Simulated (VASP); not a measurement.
# Bi2Te2O (I4/mmm) in VASP: single point with PBE

Aim: the single point of Bi2Te2O with PBE.

All numbers are computed with VASP 6.6.1; they aren't measurements. Logs are shortened: lines on timing, memory, paths and dates and some standing lists are left out, and cuts for length are marked.

### 1 The cell of the first run

It takes space group I4/mmm (No. 139, tetragonal). The conventional cell has a = 4.726 Å, b = 4.726 Å, c = 12.873 Å, α = 90.00°, β = 90.00°, γ = 90.00°. Within 3.9 Å of Bi (site symmetry 4mm) lie 1 Bi at 2.93 Å and 4 Te at 2.94 Å and 4 O at 3.65 Å. Within 3.9 Å of Te (site symmetry -4m2) lie 4 Bi at 2.94 Å and 4 Te at 3.34 Å. Within 4.8 Å of O (site symmetry 4/mmm) lie 8 Bi at 3.65 Å and 8 Te at 3.99 Å and 4 O at 4.73 Å.

### 2 Single point, PBE

File INCAR:

```
PREC = Accurate
ENCUT = 520
EDIFF = 1E-7
ISMEAR = 0
SIGMA = 0.1
LREAL = F
LASPH = T
NELM = 80
ALGO = Normal
ISIF = 2
LWAVE = F
LCHARG = F
GGA = PE
NBANDS = 32
```

File KPOINTS:

```
Automatic mesh
0
Gamma
  6 6 6
```

File POSCAR:

```
Bi2Te2O
1.0
   -2.3627503200      2.3627503200      6.4365595800
    2.3627503200     -2.3627503200      6.4365595800
    2.3627503200      2.3627503200     -6.4365595800
Bi Te O
2 2 1
Direct
    0.3860999900      0.3860999900      0.0000000000
    0.6139000100      0.6139000100      0.0000000000
    0.7500000000      0.2500000000      0.5000000000
    0.2500000000      0.7500000000      0.5000000000
    0.0000000000      0.0000000000      0.0000000000
```

Potentials or basis: VASP PAW PBE potentials, release 64 (Bi_d, Te, O).

Started as:

```console
> cat potpaw_PBE.64/Bi_d/POTCAR potpaw_PBE.64/Te/POTCAR potpaw_PBE.64/O/POTCAR > POTCAR
> mpirun -np 1 vasp_std > vasp.out
```

OUTCAR:

```text
PREC = Accurate
   ENCUT = 520
   EDIFF = 1E-7
   ISMEAR = 0
   LREAL = F
   LASPH = T
   NELM = 80
   ISIF = 2
   GGA = PE

 ion  position               nearest neighbor table
   1  0.386  0.386  0.000-   2 2.93   3 2.94   4 2.94   4 2.94   3 2.94
   2  0.614  0.614  0.000-   1 2.93   3 2.94   4 2.94   3 2.94   4 2.94
   3  0.750  0.250  0.500-   1 2.94   2 2.94   1 2.94   2 2.94   4 3.34   4 3.34   4 3.34   4 3.34

   4  0.250  0.750  0.500-   1 2.94   2 2.94   1 2.94   2 2.94   3 3.34   3 3.34   3 3.34   3 3.34

   5  0.000  0.000  0.000-

  LATTYP: Found a body centered tetragonal cell.
 ALAT       =     4.7255006400
 C/A-ratio  =     2.7241810214

  Lattice vectors:

 A1 = (  -2.3627503200,   2.3627503200,   6.4365595800)
 A2 = (   2.3627503200,  -2.3627503200,   6.4365595800)
 A3 = (   2.3627503200,   2.3627503200,  -6.4365595800)

Analysis of symmetry for initial positions (statically):
=====================================================================
 Subroutine PRICEL returns:
 Original cell was already a primitive cell.

 Routine SETGRP: Setting up the symmetry group for a
 body centered tetragonal supercell.

 Subroutine GETGRP returns: Found 16 space group operations
 (whereof 16 operations were pure point group operations)
 out of a pool of 16 trial point group operations.

The static configuration has the point symmetry D_4h.

Analysis of symmetry for dynamics (positions and initial velocities):
=====================================================================
 Subroutine PRICEL returns:
 Original cell was already a primitive cell.

 Routine SETGRP: Setting up the symmetry group for a
 body centered tetragonal supercell.

 Subroutine GETGRP returns: Found 16 space group operations
 (whereof 16 operations were pure point group operations)
 out of a pool of 16 trial point group operations.

The dynamic configuration has the point symmetry D_4h.

 Subroutine INISYM returns: Found 16 space group operations
 (whereof 16 operations are pure point group operations),
 and found     1 'primitive' translations

----------------------------------------------------------------------------------------

                                     Primitive cell

  volume of cell :     143.7307

  direct lattice vectors                    reciprocal lattice vectors
    -2.362750320  2.362750320  6.436559580     0.000000000  0.211617790  0.077681251
     2.362750320 -2.362750320  6.436559580     0.211617790  0.000000000  0.077681251
     2.362750320  2.362750320 -6.436559580     0.211617790  0.211617790  0.000000000

  length of vectors
     7.252205001  7.252205001  7.252205001     0.225425078  0.225425078  0.299272748

  position of ions in fractional coordinates (direct lattice)
     0.386099990  0.386099990  0.000000000
     0.613900010  0.613900010  0.000000000
     0.750000000  0.250000000  0.500000000
     0.250000000  0.750000000  0.500000000
     0.000000000  0.000000000  0.000000000

  ion indices of the primitive-cell ions
   primitive index   ion index
                 1           1
                 2           2
                 3           3
                 4           4
                 5           5

----------------------------------------------------------------------------------------

 KPOINTS: Automatic mesh

Automatic generation of k-mesh.
 Grid dimensions read from file:
 generate k-points for:    6    6    6

 Generating k-lattice:

  Cartesian coordinates                     Fractional coordinates (reciprocal lattice)
     0.000000000  0.035269632  0.012946875     0.166666667  0.000000000  0.000000000
     0.035269632  0.000000000  0.012946875     0.000000000  0.166666667  0.000000000
     0.035269632  0.035269632  0.000000000     0.000000000  0.000000000  0.166666667

  Length of vectors
     0.037570846  0.037570846  0.049878791

  Shift w.r.t. Gamma in fractional coordinates (k-lattice)
     0.000000000  0.000000000  0.000000000

 Subroutine IBZKPT returns following result:
 ===========================================

 Found     30 irreducible k-points:

 Following reciprocal coordinates:
            Coordinates               Weight
  0.000000  0.000000  0.000000      1.000000
  0.166667 -0.000000  0.000000      8.000000
  0.333333 -0.000000  0.000000      8.000000
  0.500000 -0.000000  0.000000      4.000000
  0.166667  0.166667  0.000000      8.000000
  0.333333  0.166667  0.000000     16.000000
[... 16 lines left out ...]
 -0.333333 -0.333333  0.166667      8.000000
 -0.166667 -0.333333  0.166667      8.000000
 [... further k-points ...]
   k-points           NKPTS =     30   k-points in BZ     NKDIM =     30   number of bands    NBANDS=     32
   number of dos      NEDOS =    301   number of ions     NIONS =      5
   total plane-waves  NPLWV = 157464
   dimension x,y,z NGX =    54 NGY =   54 NGZ =   54
   dimension x,y,z NGXF=   108 NGYF=  108 NGZF=  108
   ions per type =               2   2   1
   NGX,Y,Z   is equivalent  to a cutoff of  12.38, 12.38, 12.38 a.u.
   NGXF,Y,Z  is equivalent  to a cutoff of  24.76, 24.76, 24.76 a.u.
 SYSTEM =  unknown system
   PREC   = accura    normal or accurate (medium, high low for compatibility)
   ISTART =      0    job   : 0-new  1-cont  2-samecut
   ICHARG =      2    charge: 1-file 2-atom 10-const
   ISPIN  =      1    spin polarized calculation?
   LNONCOLLINEAR =      F non collinear calculations
   LSORBIT =      F    spin-orbit coupling
   LASPH  =      T    aspherical Exc in radial PAW
   ENCUT  =  520.0 eV  38.22 Ry    6.18 a.u.  13.48 13.48 13.48*2*pi/ulx,y,z
   NELM   =     80;   NELMIN=  2; NELMDL= -5     # of ELM steps
   EDIFF  = 0.1E-06   stopping-criterion for ELM
   LREAL  =      F    real-space projection
   EDIFFG = 0.1E-05   stopping-criterion for IOM
   NSW    =      0    number of steps for IOM
   IBRION =     -1    ionic relax: 0-MD 1-quasi-New 2-CG
   NFREE  =      0    steps in history (QN), initial steepest desc. (CG)
   ISIF   =      2    stress and relaxation
   ISYM   =      2    0-nonsym 1-usesym 2-fastsym
   POTIM  = 0.5000    time-step for ionic-motion
   TEBEG  =    0.0;   TEEND  =   0.0 temperature during run
   PSTRESS=    0.0 pullay stress
   NELECT =      48.0000    total number of electrons
   NUPDOWN=      -1.0000    fix difference up-down
   EMIN   =  10.00;   EMAX   =-10.00  energy-range for DOS
   EFERMI =   0.00;   METHOD = LEGACY
   ISMEAR =     0;   SIGMA  =   0.10  broadening in eV -4-tet -1-fermi 0-gaus
   EFERMI_NEDOS =   21; number of points for ismear=-14 and -15
   IALGO  =     38    algorithm
   IMIX   =      4    mixing-type and parameters
     AMIX     =   0.40;   BMIX     =  1.00
     AMIX_MAG =   1.60;   BMIX_MAG =  1.00
  volume/ion in A,a.u.               =      28.75       193.99
  Fermi-wavevector in a.u.,A,eV,Ry     =   1.135809  2.146368 17.552370  1.290063
  Thomas-Fermi vector in A             =   2.272514
   LORBIT       =      0    0 simple, 1 ext, 2 COOP (PROOUT), +10 PAW based schemes
   GGA     = PE    functional components
   LHFCALC =     F    Hartree Fock is set to
   AEXX    =    0.0000 exact exchange contribution
   IVDW    =     0    specifies the selected vdW correction
   LEPSILON=     F    determine dielectric tensor
   LRPA    =     F    only Hartree local field effects (RPA)
 non-spin polarized calculation
 Gauss-broadening in eV      SIGMA  =   0.10
  energy-cutoff  :      520.00
  volume of cell :      143.73
 maximum number of plane-waves:      3903
 NGX is ok and might be reduce to    54
   NGX = 27   NGY = 27   NGZ = 27

 number of electron      47.9999998 magnetization

 Free energy of the ion-electron system (eV)
  ---------------------------------------------------
  ext. energy  EPLUGINS =         0.00000000
  ---------------------------------------------------
  free energy    TOTEN  =       -15.39912636 eV

  energy without entropy =      -15.38466951  energy(sigma->0) =      -15.39189794

 E-fermi :   6.1263     XC(G=0):  -9.3746

 val. band max:        6.1188514028   @ k =  -0.1667   0.1667   0.0000
 cond. band min:       6.2033171223   @ k =  -0.3333   0.1667   0.0000
 fundamental gap:      0.0844657195
 Fermi energy:         6.1263118312

 k-point     1 :       0.0000    0.0000    0.0000
  band No.  band energies     occupation
      1     -17.8106      2.00000
      2     -17.6731      2.00000
      3     -17.6731      2.00000
      4     -17.6114      2.00000
      5     -17.6065      2.00000
      6     -17.5789      2.00000
[... 24 lines left out ...]
     31      10.7750      0.00000
     32      10.8807      0.00000

 k-point     2 :       0.1667   -0.0000    0.0000
  band No.  band energies     occupation
      1     -17.8104      2.00000
      2     -17.6758      2.00000
      3     -17.6739      2.00000
      4     -17.6110      2.00000
      5     -17.6035      2.00000
      6     -17.5791      2.00000
[... 24 lines left out ...]
     31      11.1577      0.00000
     32      11.7389      0.00000

 k-point     3 :       0.3333   -0.0000    0.0000
  band No.  band energies     occupation
      1     -17.8101      2.00000
      2     -17.6810      2.00000
      3     -17.6755      2.00000
      4     -17.6094      2.00000
      5     -17.5980      2.00000
      6     -17.5797      2.00000
[... 24 lines left out ...]
     31      12.0322      0.00000
     32      12.5453      0.00000

 k-point     4 :       0.5000   -0.0000    0.0000
  band No.  band energies     occupation
      1     -17.8100      2.00000
      2     -17.6835      2.00000
      3     -17.6763      2.00000
      4     -17.6084      2.00000
      5     -17.5952      2.00000
      6     -17.5800      2.00000
[... 654 lines left out ...]
     31      11.7430      0.00000
     32      12.6658      0.00000

 k-point    23 :      -0.3333   -0.3333    0.1667
  band No.  band energies     occupation
      1     -17.8106      2.00000
      2     -17.6809      2.00000
      3     -17.6785      2.00000
      4     -17.6136      2.00000
      5     -17.5969      2.00000
      6     -17.5790      2.00000
[... 24 lines left out ...]
     31      11.7977      0.00000
     32      12.3246      0.00000

 k-point    24 :      -0.1667   -0.3333    0.1667
  band No.  band energies     occupation
      1     -17.8107      2.00000
      2     -17.6785      2.00000
      3     -17.6766      2.00000
      4     -17.6146      2.00000
      5     -17.5997      2.00000
      6     -17.5788      2.00000
[... 24 lines left out ...]
     31      11.7299      0.00000
     32      11.7646      0.00000

 [... further k-points ...]
[... 5 lines left out ...]
  --------------------------------------------------------------------------------------
  -------------------------------------------------------------------------------------
  Total        7.7352910      7.7352910      8.2663797      0.0000000     -0.0000000      0.0000000
  in kB       86.2259111     86.2259111     92.1459997      0.0000000     -0.0000000      0.0000000
  external PRESSURE =      88.1992739 kB  Pullay stress =       0.0000000 kB

 VOLUME and BASIS-vectors are now :
 -----------------------------------------------------------------------------
  energy-cutoff  :      520.00
  volume of cell :      143.73
      direct lattice vectors                 reciprocal lattice vectors
    -2.362750320  2.362750320  6.436559580     0.000000000  0.211617790  0.077681251
     2.362750320 -2.362750320  6.436559580     0.211617790  0.000000000  0.077681251
     2.362750320  2.362750320 -6.436559580     0.211617790  0.211617790  0.000000000

 POSITION                                       TOTAL-FORCE (eV/Angst)
 -----------------------------------------------------------------------------------
      0.00000      0.00000      4.97031         0.000000      0.000000      0.076234
      0.00000      0.00000      7.90281        -0.000000     -0.000000     -0.076234
      0.00000      2.36275      3.21828         0.000000      0.000000      0.000000
      2.36275      0.00000      3.21828         0.000000      0.000000      0.000000
      0.00000      0.00000      0.00000         0.000000      0.000000      0.000000
 -----------------------------------------------------------------------------------
    total drift:                                0.000000      0.000000      0.000000

  FREE ENERGIE OF THE ION-ELECTRON SYSTEM (eV)
  ---------------------------------------------------
  free  energy   TOTEN  =       -15.3991263645 eV

  energy  without entropy=      -15.3846695061  energy(sigma->0) =      -15.39189794
```

It took 3.7 min on 1 thread of AMD EPYC 9R45 (Zen 5), shared host; peak memory 0.44 GiB.

Results:

| Quantity | Value |
| --- | --- |
| Free energy | -15.3991 eV |
| Pressure | 8.8 GPa |
| Largest force | 0.076 eV/Å |
| Band gap on the k mesh | zero (band 24 reaches 6.98 eV, above the bottom of band 25 at 5.52 eV) |

Forces in eV/Å, atoms in the order of the input:
```
Bi   0.000  0.000  0.076
Bi   0.000  0.000 -0.076
Te   0.000  0.000  0.000
Te   0.000  0.000  0.000
O    0.000  0.000  0.000
```

Caveat: spin-orbit coupling is left out, which moves the levels of the heavy elements.
